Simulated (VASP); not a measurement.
Set up this calculation in VASP 6.6.1, as the native input.

| Property | Result |
| --- | --- |
| Task | single point |
| Functional | PBE |
| Dispersion | D3(BJ) |
| Potentials or basis | VASP PAW PBE potentials, release 64 (Bi_d) |
| Cutoff | 520 eV |
| k mesh | 16 × 16 × 16 |
| Occupations | gaussian, width 0.15 eV |
| Spin | no spin polarisation |
| Dipole correction | no |
| Further INCAR settings | ALGO = Fast; EDIFF = 1e-06; NBANDS = 14 |

The structure of Bi lies in POSCAR:

```
Bi
1.0
   -1.9937596979      1.9937596979      1.8908875759
    1.9937596979     -1.9937596979      1.8908875759
    1.9937596979      1.9937596979     -1.8908875759
Bi
1
Direct
    0.0000000000      0.0000000000      0.0000000000
```

This cell differs from its parent crystal: strain +e along x and -e along y +0.0000, strain +e along z and -e/2 along x and y -0.0350.

One way to write it, as run:

INCAR

```
SYSTEM = Bi
PREC = Accurate ; ENCUT = 520
EDIFF = 1E-6 ; ISMEAR = 0
SIGMA = 0.15 ; LREAL = .False.
LASPH = .True. ; NELM = 100
ALGO = Fast ; ISIF = 2
LWAVE = .False. ; LCHARG = .False.
GGA = PE ; IVDW = 12
NBANDS = 14
```

KPOINTS

```
Automatic mesh
0
Gamma
  16 16 16
  0 0 0
```

Potentials or basis: VASP PAW PBE potentials, release 64 (Bi_d).

The run is started by

```console
$ cat potpaw_PBE.64/Bi_d/POTCAR > POTCAR
$ mpirun -np 1 vasp_std > vasp.out
```

It gave:

| Quantity | Value |
| --- | --- |
| Pressure | 0.1 GPa |
| Dispersion energy per atom | -0.524 eV |

Caveat: the cell differs from its parent crystal (strain +e along x and -e along y +0.0000, strain +e along z and -e/2 along x and y -0.0350); pairwise dispersion overbinds metals, which lowers pressure and volume.

Wall time 100 s on 1 thread of Intel Xeon 6975P-C (shared host), peak memory 0.27 GiB.
